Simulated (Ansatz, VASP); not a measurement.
Two plane-wave programs on MgI2

The input INCAR:

```
SYSTEM = MgI2
PREC = Accurate
ENCUT = 520
EDIFF = 1E-6
ISMEAR = 0
SIGMA = 0.05
LREAL = .False.
LASPH = .True.
NELM = 60
ALGO = Normal
ISIF = 2
LWAVE = .False.
LCHARG = .False.
GGA = PE
NBANDS = 15
```

The input KPOINTS:

```
regular mesh
0
Gamma
  6 6 4
  0 0 0
```

File POSCAR:

```
MgI2
1.0
    4.1537001214      0.0000000000      0.0000000000
   -2.0768500607      3.5972098248      0.0000000000
    0.0000000000      0.0000000000      6.8620000000
Mg I
1 2
Direct
    0.0000000000      0.0000000000      0.0000000000
    0.2622062337      0.6311031168      0.8093472254
    0.5955395670      0.2977697835      0.2940872254
```

Input for Ansatz:

```yaml
crystal:
  lattice:
    - [4.1537001214, 0.0, 0.0]
    - [-2.0768500607, 3.5972098248, 0.0]
    - [0.0, 0.0, 6.862]
  atoms:
    - { symbol: Mg, position: [0.0, 0.0, 0.0] }
    - { symbol: I, position: [0.2622062337, 0.6311031168, 0.8093472254] }
    - { symbol: I, position: [0.595539567, 0.2977697835, 0.2940872254] }
basis:
  ecutwfc: 420
kpoints:
  mp_grid: { grid: [6, 6, 4] }
hamiltonian:
  xc: pbe
scf:
  occupations: { method: gaussian, width: 0.05 }
output:
  forces: true
  stress: true
  eigenvalues: true
```

Change from the starting cell: all I atoms moved +0.438 Å, as atom 2 towards its neighbour atom 3 (I) at 4.101 Å.

Alike in both runs: task single point; functional PBE; k mesh 6 × 6 × 4; occupations gaussian, width 0.05 eV; no spin polarisation.

```csv
,VASP,Ansatz
version,VASP 6.6.1,Ansatz 0.2.0
potentials or method,"VASP PAW PBE potentials, release 64 (Mg, I), cutoff 520 eV","scalar-relativistic, plane waves, PAW"
valence electrons in the cell,16,44
```

VASP gave:

| Item | Value |
| --- | --- |
| gap on the k mesh at the Fermi level (eV) | 2.63 |
| least direct gap on the mesh (eV) | 2.68 |
| pressure (GPa) | 2.8 |
| traceless stress, the component that is largest in VASP (GPa) | 1.46 |
| rms of the force components (eV/Å) | 0.923 |

Q: Which values does Ansatz return?

A: gap on the k mesh at the Fermi level (eV): 2.65; least direct gap on the mesh (eV): 2.70; pressure (GPa): 2.9; traceless stress, the component that is largest in VASP (GPa): 1.46; rms of the force components (eV/Å): 0.922.

Atom by atom the forces differ by 0.004 eV/Å (rms over components). With one functional, cell and mesh, what is left measures potentials, basis and numerics. VASP's potentials hold 16 valence electrons a cell and Ansatz's 44, so a difference there can come from the potentials and not from the codes.

Spin-orbit coupling is off throughout.
